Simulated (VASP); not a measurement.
Set up this calculation in VASP 6.6.1, as the native input.

```yaml
Task: single point
Functional: PBE
Potentials_or_basis: VASP PAW PBE potentials, release 64 (Cd, S, O)
Cutoff: 520 eV
k_mesh: 12 × 12 × 6
Occupations: gaussian, width 0.1 eV
Spin: no spin polarisation
Dipole_correction: no
Further_INCAR_settings: ALGO = Normal; EDIFF = 1e-06; NBANDS = 26
```

The structure of CdS2O2 lies in POSCAR:

```
CdS2O2
1.0
    3.5061650018      0.0000000000      0.0000000000
   -1.7530825009      3.0364279614      0.0000000000
    0.0000000000      0.0000000000      8.6141769947
Cd S O
1 2 2
Direct
    0.0000000000      0.0000000000      0.0000000000
    0.6666666667      0.3333333333      0.7616385946
    0.3333333333      0.6666666667      0.2383614054
    0.3333333333      0.6666666667      0.7134852959
    0.6666666667      0.3333333333      0.2865147041
```

The cell was generated, and may not be a known phase.

The input as run:

INCAR

```
PREC = Accurate ; ENCUT = 520
EDIFF = 1E-6 ; ISMEAR = 0
SIGMA = 0.1 ; LREAL = False
LASPH = True ; NELM = 100
ALGO = Normal ; ISIF = 2
LWAVE = False ; LCHARG = False
GGA = PE ; NBANDS = 26
```

KPOINTS

```
Automatic mesh
0
Gamma
  12 12 6
```

Potentials or basis: VASP PAW PBE potentials, release 64 (Cd, S, O).

Run with:

```bash
$ cat potpaw_PBE.64/Cd/POTCAR potpaw_PBE.64/S/POTCAR potpaw_PBE.64/O/POTCAR > POTCAR
$ mpirun -np 1 vasp_std > vasp.out
```

It gave:

- Pressure: 0.1 GPa
- Largest force: 0.024 eV/Å
- Band gap on the k mesh: zero (bands 18 and 19 overlap by 0.76 eV)

Caveat: semilocal functionals underestimate gaps, and a narrow one can read as zero.

It took 2.1 min on 1 thread of AMD EPYC 9R45 (Zen 5), with other jobs on the host, peak memory 0.33 GiB.
